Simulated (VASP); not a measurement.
# NiSb (P6_3/mmc) in VASP: a series of runs

NiSb is run at these levels: LDA; tasks: single point, relaxation of cell and atoms.

Program: VASP 6.6.1. These are calculated values, not measurements. Logs are shortened: lines on timing, memory, paths and dates and some standing lists are left out, and cuts for length are marked.

### 1 The cell of the first run

Symmetry: P6_3/mmc, No. 194, hexagonal system. The conventional cell has a = 3.879 Å, b = 3.879 Å, c = 5.029 Å, α = 90.00°, β = 90.00°, γ = 120.00°. Ni (site symmetry -3m) has 2 Ni at 2.51 Å and 6 Sb at 2.57 Å within 3.3 Å. Sb (site symmetry -6m2) has 6 Ni at 2.57 Å and 6 Sb at 3.37 Å within 3.4 Å.

### 2 Single point, LDA

INCAR reads:

```
  ALGO = Normal
  EDIFF = 1E-6
  ENCUT = 520
  GGA = CA
  ISIF = 2
  ISMEAR = 0
  LASPH = T
  LCHARG = F
  LREAL = F
  LWAVE = F
  NBANDS = 23
  NELM = 80
  PREC = Accurate
  SIGMA = 0.1
```

KPOINTS reads:

```
k-points
0
Gamma
  12 12 8
```

POSCAR reads:

```
NiSb
1.0
    3.8791103417      0.0000000000      0.0000000000
   -1.9395551709      3.3594081000      0.0000000000
    0.0000000000      0.0000000000      5.0285233442
Ni Sb
2 2
Direct
    0.0000000000      0.0000000000      0.0000000000
    0.0000000000      0.0000000000      0.5000000000
    0.3333333333      0.6666666667      0.2500000000
    0.6666666667      0.3333333333      0.7500000000
```

Potentials or basis: VASP PAW LDA potentials, release 64 (Ni, Sb).

The run is started by

```bash
$ cat potpaw_LDA.64/Ni/POTCAR potpaw_LDA.64/Sb/POTCAR > POTCAR
$ mpirun -np 1 vasp_std > vasp.out
```

OUTCAR:

```text
EDIFF = 1E-6
   ENCUT = 520
   GGA = CA
   ISIF = 2
   ISMEAR = 0
   LASPH = T
   LREAL = F
   NELM = 80
   PREC = Accurate

 ion  position               nearest neighbor table
   1  0.000  0.000  0.000-   2 2.51   2 2.51   4 2.57   3 2.57   4 2.57   3 2.57   4 2.57   3 2.57

   2  0.000  0.000  0.500-   1 2.51   1 2.51   4 2.57   3 2.57   4 2.57   3 2.57   4 2.57   3 2.57

   3  0.333  0.667  0.250-   1 2.57   2 2.57   1 2.57   2 2.57   1 2.57   2 2.57   4 3.37   4 3.37
                             4 3.37   4 3.37   4 3.37   4 3.37
   4  0.667  0.333  0.750-   1 2.57   2 2.57   1 2.57   2 2.57   1 2.57   2 2.57   3 3.37   3 3.37
                             3 3.37   3 3.37   3 3.37   3 3.37

  LATTYP: Found a hexagonal cell.
 ALAT       =     3.8791103417
 C/A-ratio  =     1.2963084061

  Lattice vectors:

 A1 = (   3.8791103417,   0.0000000000,   0.0000000000)
 A2 = (  -1.9395551709,   3.3594081000,   0.0000000000)
 A3 = (   0.0000000000,   0.0000000000,   5.0285233442)

Analysis of symmetry for initial positions (statically):
=====================================================================
 Subroutine PRICEL returns:
 Original cell was already a primitive cell.

 Routine SETGRP: Setting up the symmetry group for a
 hexagonal supercell.

 Subroutine GETGRP returns: Found 24 space group operations
 (whereof 12 operations were pure point group operations)
 out of a pool of 24 trial point group operations.

The static configuration has the point symmetry D_3d.
 The point group associated with its full space group is D_6h.

Analysis of symmetry for dynamics (positions and initial velocities):
=====================================================================
 Subroutine PRICEL returns:
 Original cell was already a primitive cell.

 Routine SETGRP: Setting up the symmetry group for a
 hexagonal supercell.

 Subroutine GETGRP returns: Found 24 space group operations
 (whereof 12 operations were pure point group operations)
 out of a pool of 24 trial point group operations.

The dynamic configuration has the point symmetry D_3d.
 The point group associated with its full space group is D_6h.

 Subroutine INISYM returns: Found 24 space group operations
 (whereof 12 operations are pure point group operations),
 and found     1 'primitive' translations

----------------------------------------------------------------------------------------

                                     Primitive cell

  volume of cell :      65.5293

  direct lattice vectors                    reciprocal lattice vectors
     3.879110342  0.000000000  0.000000000     0.257791069  0.148835743  0.000000000
    -1.939555171  3.359408100  0.000000000     0.000000000  0.297671486  0.000000000
     0.000000000  0.000000000  5.028523344     0.000000000  0.000000000  0.198865538

  length of vectors
     3.879110342  3.879110342  5.028523344     0.297671486  0.297671486  0.198865538

  position of ions in fractional coordinates (direct lattice)
     0.000000000  0.000000000  0.000000000
     0.000000000  0.000000000  0.500000000
     0.333333333  0.666666667  0.250000000
     0.666666667  0.333333333  0.750000000

  ion indices of the primitive-cell ions
   primitive index   ion index
                 1           1
                 2           2
                 3           3
                 4           4

----------------------------------------------------------------------------------------

 KPOINTS: k-points

Automatic generation of k-mesh.
 Grid dimensions read from file:
 generate k-points for:   12   12    8

 Generating k-lattice:

  Cartesian coordinates                     Fractional coordinates (reciprocal lattice)
     0.021482589  0.012402979  0.000000000     0.083333333  0.000000000  0.000000000
     0.000000000  0.024805957  0.000000000     0.000000000  0.083333333  0.000000000
     0.000000000  0.000000000  0.024858192     0.000000000  0.000000000  0.125000000

  Length of vectors
     0.024805957  0.024805957  0.024858192

  Shift w.r.t. Gamma in fractional coordinates (k-lattice)
     0.000000000  0.000000000  0.000000000

 Subroutine IBZKPT returns following result:
 ===========================================

 Found     95 irreducible k-points:

 Following reciprocal coordinates:
            Coordinates               Weight
  0.000000  0.000000  0.000000      1.000000
  0.083333 -0.000000  0.000000      6.000000
  0.166667 -0.000000  0.000000      6.000000
  0.250000 -0.000000  0.000000      6.000000
  0.333333 -0.000000  0.000000      6.000000
  0.416667 -0.000000  0.000000      6.000000
[... 16 lines left out ...]
  0.250000 -0.000000  0.125000     12.000000
  0.333333 -0.000000  0.125000     12.000000
 [... further k-points ...]
   k-points           NKPTS =     95   k-points in BZ     NKDIM =     95   number of bands    NBANDS=     23
   number of dos      NEDOS =    301   number of ions     NIONS =      4
   total plane-waves  NPLWV =  36000
   dimension x,y,z NGX =    30 NGY =   30 NGZ =   40
   dimension x,y,z NGXF=    60 NGYF=   60 NGZF=   80
   ions per type =               2   2
   NGX,Y,Z   is equivalent  to a cutoff of  12.86, 12.86, 13.22 a.u.
   NGXF,Y,Z  is equivalent  to a cutoff of  25.71, 25.71, 26.45 a.u.
 SYSTEM =  unknown system
   PREC   = accura    normal or accurate (medium, high low for compatibility)
   ISTART =      0    job   : 0-new  1-cont  2-samecut
   ICHARG =      2    charge: 1-file 2-atom 10-const
   ISPIN  =      1    spin polarized calculation?
   LNONCOLLINEAR =      F non collinear calculations
   LSORBIT =      F    spin-orbit coupling
   LASPH  =      T    aspherical Exc in radial PAW
   ENCUT  =  520.0 eV  38.22 Ry    6.18 a.u.   7.21  7.21  9.35*2*pi/ulx,y,z
   NELM   =     80;   NELMIN=  2; NELMDL= -5     # of ELM steps
   EDIFF  = 0.1E-05   stopping-criterion for ELM
   LREAL  =      F    real-space projection
   EDIFFG = 0.1E-04   stopping-criterion for IOM
   NSW    =      0    number of steps for IOM
   IBRION =     -1    ionic relax: 0-MD 1-quasi-New 2-CG
   NFREE  =      0    steps in history (QN), initial steepest desc. (CG)
   ISIF   =      2    stress and relaxation
   ISYM   =      2    0-nonsym 1-usesym 2-fastsym
   POTIM  = 0.5000    time-step for ionic-motion
   TEBEG  =    0.0;   TEEND  =   0.0 temperature during run
   PSTRESS=    0.0 pullay stress
   NELECT =      30.0000    total number of electrons
   NUPDOWN=      -1.0000    fix difference up-down
   EMIN   =  10.00;   EMAX   =-10.00  energy-range for DOS
   EFERMI =   0.00;   METHOD = LEGACY
   ISMEAR =     0;   SIGMA  =   0.10  broadening in eV -4-tet -1-fermi 0-gaus
   EFERMI_NEDOS =   21; number of points for ismear=-14 and -15
   IALGO  =     38    algorithm
   IMIX   =      4    mixing-type and parameters
     AMIX     =   0.40;   BMIX     =  1.00
     AMIX_MAG =   1.60;   BMIX_MAG =  1.00
  volume/ion in A,a.u.               =      16.38       110.55
  Fermi-wavevector in a.u.,A,eV,Ry     =   1.261741  2.384344 21.660335  1.591990
  Thomas-Fermi vector in A             =   2.395184
   LORBIT       =      0    0 simple, 1 ext, 2 COOP (PROOUT), +10 PAW based schemes
   GGA     = CA    functional components
   LHFCALC =     F    Hartree Fock is set to
   AEXX    =    0.0000 exact exchange contribution
   IVDW    =     0    specifies the selected vdW correction
   LEPSILON=     F    determine dielectric tensor
   LRPA    =     F    only Hartree local field effects (RPA)
 non-spin polarized calculation
 Gauss-broadening in eV      SIGMA  =   0.10
  energy-cutoff  :      520.00
  volume of cell :       65.53
 maximum number of plane-waves:      1787
 NGX is ok and might be reduce to    30
   NGX = 15   NGY = 15   NGZ = 19

 number of electron      30.0000003 magnetization

 Free energy of the ion-electron system (eV)
  ---------------------------------------------------
  ext. energy  EPLUGINS =         0.00000000
  ---------------------------------------------------
  free energy    TOTEN  =       -24.16146086 eV

  energy without entropy =      -24.15380823  energy(sigma->0) =      -24.15763454

 E-fermi :  10.5820     XC(G=0): -11.9555

 val. band max:       10.5770401628   @ k =   0.1667   0.1667   0.3750
 cond. band min:      10.6382426524   @ k =   0.2500   0.0833   0.5000
 fundamental gap:      0.0612024896
 Fermi energy:        10.5819593667

 k-point     1 :       0.0000    0.0000    0.0000
  band No.  band energies     occupation
      1      -2.8105      2.00000
      2       2.0513      2.00000
      3       4.0516      2.00000
      4       6.3557      2.00000
      5       6.3557      2.00000
      6       7.1405      2.00000
[... 15 lines left out ...]
     22      17.0533      0.00000
     23      18.5444      0.00000

 k-point     2 :       0.0833   -0.0000    0.0000
  band No.  band energies     occupation
      1      -2.7196      2.00000
      2       2.0411      2.00000
      3       4.1538      2.00000
      4       6.3440      2.00000
      5       6.3764      2.00000
      6       7.1107      2.00000
[... 15 lines left out ...]
     22      17.1906      0.00000
     23      17.9037      0.00000

 k-point     3 :       0.1667   -0.0000    0.0000
  band No.  band energies     occupation
      1      -2.4493      2.00000
      2       1.9947      2.00000
      3       4.4566      2.00000
      4       6.2564      2.00000
      5       6.4367      2.00000
      6       6.9801      2.00000
[... 15 lines left out ...]
     22      17.4707      0.00000
     23      17.6472      0.00000

 k-point     4 :       0.2500   -0.0000    0.0000
  band No.  band energies     occupation
      1      -2.0077      2.00000
      2       1.8604      2.00000
      3       4.9464      2.00000
      4       5.8205      2.00000
      5       6.5288      2.00000
      6       6.8274      2.00000
[... 15 lines left out ...]
     22      16.9378      0.00000
     23      18.0203      0.00000

 k-point     5 :       0.3333   -0.0000    0.0000
  band No.  band energies     occupation
      1      -1.4135      2.00000
      2       1.5516      2.00000
      3       5.0918      2.00000
      4       5.5937      2.00000
      5       6.6315      2.00000
      6       6.8823      2.00000
[... 15 lines left out ...]
     22      16.6926      0.00000
     23      19.4184      0.00000

 k-point     6 :       0.4167   -0.0000    0.0000
  band No.  band energies     occupation
      1      -0.7142      2.00000
      2       1.0150      2.00000
      3       4.5604      2.00000
      4       6.3262      2.00000
      5       6.7067      2.00000
      6       7.0330      2.00000
[... 15 lines left out ...]
     22      16.6709      0.00000
     23      20.9099      0.00000

 k-point     7 :       0.5000   -0.0000    0.0000
  band No.  band energies     occupation
      1      -0.1937      2.00000
      2       0.5367      2.00000
      3       4.3840      2.00000
      4       6.7309      2.00000
      5       6.8479      2.00000
      6       7.1270      2.00000
[... 353 lines left out ...]
     22      16.8570      0.00000
     23      18.1007      0.00000

 k-point    21 :       0.0833   -0.0000    0.1250
  band No.  band energies     occupation
      1      -2.6265      2.00000
      2       1.4582      2.00000
      3       4.7905      2.00000
      4       6.4288      2.00000
      5       6.4310      2.00000
      6       7.1712      2.00000
[... 15 lines left out ...]
     22      17.1656      0.00000
     23      17.5032      0.00000

 k-point    22 :       0.1667   -0.0000    0.1250
  band No.  band energies     occupation
      1      -2.3576      2.00000
      2       1.5256      2.00000
      3       4.8601      2.00000
      4       6.4435      2.00000
      5       6.4874      2.00000
      6       7.0353      2.00000
[... 15 lines left out ...]
     22      17.0697      0.00000
     23      18.2158      0.00000

 k-point    23 :       0.2500   -0.0000    0.1250
  band No.  band energies     occupation
      1      -1.9188      2.00000
      2       1.5558      2.00000
      3       4.9101      2.00000
      4       6.1549      2.00000
      5       6.5728      2.00000
      6       6.9389      2.00000
[... 15 lines left out ...]
     22      17.6713      0.00000
     23      18.3728      0.00000

 k-point    24 :       0.3333   -0.0000    0.1250
  band No.  band energies     occupation
      1      -1.3299      2.00000
      2       1.4174      2.00000
      3       4.7152      2.00000
      4       5.8492      2.00000
      5       6.6665      2.00000
      6       7.1384      2.00000
[... 15 lines left out ...]
     22      17.8558      0.00000
     23      19.5104      0.00000

 [... further k-points ...]
[... 5 lines left out ...]
  --------------------------------------------------------------------------------------
  -------------------------------------------------------------------------------------
  Total        0.1025350      0.1025350      0.1478545     -0.0000000     -0.0000000     -0.0000000
  in kB        2.5069589      2.5069589      3.6150114     -0.0000000     -0.0000000     -0.0000000
  external PRESSURE =       2.8763098 kB  Pullay stress =       0.0000000 kB

 VOLUME and BASIS-vectors are now :
 -----------------------------------------------------------------------------
  energy-cutoff  :      520.00
  volume of cell :       65.53
      direct lattice vectors                 reciprocal lattice vectors
     3.879110342  0.000000000  0.000000000     0.257791069  0.148835743  0.000000000
    -1.939555171  3.359408100  0.000000000     0.000000000  0.297671486  0.000000000
     0.000000000  0.000000000  5.028523344     0.000000000  0.000000000  0.198865538

 POSITION                                       TOTAL-FORCE (eV/Angst)
 -----------------------------------------------------------------------------------
      0.00000      0.00000      0.00000         0.000000      0.000000      0.000000
      0.00000      0.00000      2.51426         0.000000      0.000000      0.000000
     -0.00000      2.23961      1.25713        -0.000000      0.000000     -0.000000
      1.93956      1.11980      3.77139         0.000000      0.000000      0.000000
 -----------------------------------------------------------------------------------
    total drift:                                0.000000      0.000000     -0.000000

  FREE ENERGIE OF THE ION-ELECTRON SYSTEM (eV)
  ---------------------------------------------------
  free  energy   TOTEN  =       -24.1614608574 eV

  energy  without entropy=      -24.1538082288  energy(sigma->0) =      -24.15763454
```

It took 54 s on 1 thread of Intel Xeon 6975P-C (Granite Rapids), shared host; peak memory 0.25 GiB.

What came out:

| Quantity | Value |
| --- | --- |
| Free energy | -24.1615 eV |
| Pressure | 0.3 GPa |
| Band gap on the k mesh | zero (band 15 reaches 12.71 eV, above the bottom of band 16 at 9.18 eV) |

Levels at points of the mesh, in eV from the Fermi level:
```
           k point  band 11  band 12  band 13  band 14  band 15  band 16  band 17  band 18  band 19  band 20
(0.00, 0.00, 0.00)    -1.46    -1.46    -0.04     0.57     0.57     2.55     2.55     3.13     4.20     5.57
(0.50, 0.00, 0.00)    -2.29    -2.05    -1.74    -1.52    -1.44    -0.36     1.20     3.45     4.17     5.39
(0.00, 0.00, 0.50)    -2.27    -2.27     0.36     0.36     2.13     2.13     2.13     2.13     5.32     5.32
(0.50, 0.00, 0.50)    -2.10    -2.10    -1.97    -1.97     0.16     0.16     1.78     1.78     5.34     5.34
```

Caveat: spin-orbit coupling is left out, which moves the levels of the heavy elements.

(Continued in part 2 of 2.)
